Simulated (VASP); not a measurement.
Here is a VASP 6.6.1 calculation.

Contents of INCAR:

```
SYSTEM = MnHg
PREC = Accurate
ENCUT = 680
EDIFF = 1E-7
ISMEAR = 0
SIGMA = 0.1
LREAL = .False.
LASPH = .True.
NELM = 120
ALGO = Normal
ISIF = 3
LWAVE = .False.
LCHARG = .False.
GGA = PE
IBRION = 2
NSW = 80
EDIFFG = -0.01
GGA_COMPAT = .False.
NELMIN = 4
```

Contents of KPOINTS:

```
Automatic mesh
0
Gamma
  12 12 12
  0 0 0
```

File POSCAR:

```
MnHg
1.0
    3.2880000000      0.0000000000      0.0000000000
    0.0000000000      3.2880000000      0.0000000000
    0.0000000000      0.0000000000      3.3130000000
Mn Hg
1 1
Direct
    0.5000000000      0.5000000000      0.5000000000
    0.0000000000      0.0000000000      0.0000000000
```

Potentials or basis: VASP PAW PBE potentials, release 64 (Mn_sv, Hg_sv_GW).

Launch:

```bash
$ cat potpaw_PBE.64/Mn_sv/POTCAR potpaw_PBE.64/Hg_sv_GW/POTCAR > POTCAR
$ mpirun -np 1 vasp_std > vasp.out
```

What does it give for the relaxed volume?

15.55 Å³/atom.

Predict the space group after relaxing (to 0.1 Å).

Pm-3m (No. 221).

The path:
```csv
step,energy change (eV),largest force (eV/Å),pressure (GPa),volume (Å³)
1,0.0000,0.0000,-14.43,35.82
2,-0.0799,0.0000,19.53,28.09
3,-0.2458,0.0000,-0.29,31.17
4,-0.2458,0.0000,0.11,31.08
5,-0.2458,0.0000,-0.10,31.12
6,-0.2458,0.0000,-0.06,31.11
7,-0.2458,0.0000,-0.06,31.11
8,-0.2459,0.0000,-0.02,31.11
```

Caveat: spin-orbit coupling is left out, which moves the levels of the heavy elements; the run has no spin polarisation, though such a crystal can be magnetic. Spin polarisation is off, so any magnetic state and its effect on volume and gap are missing.
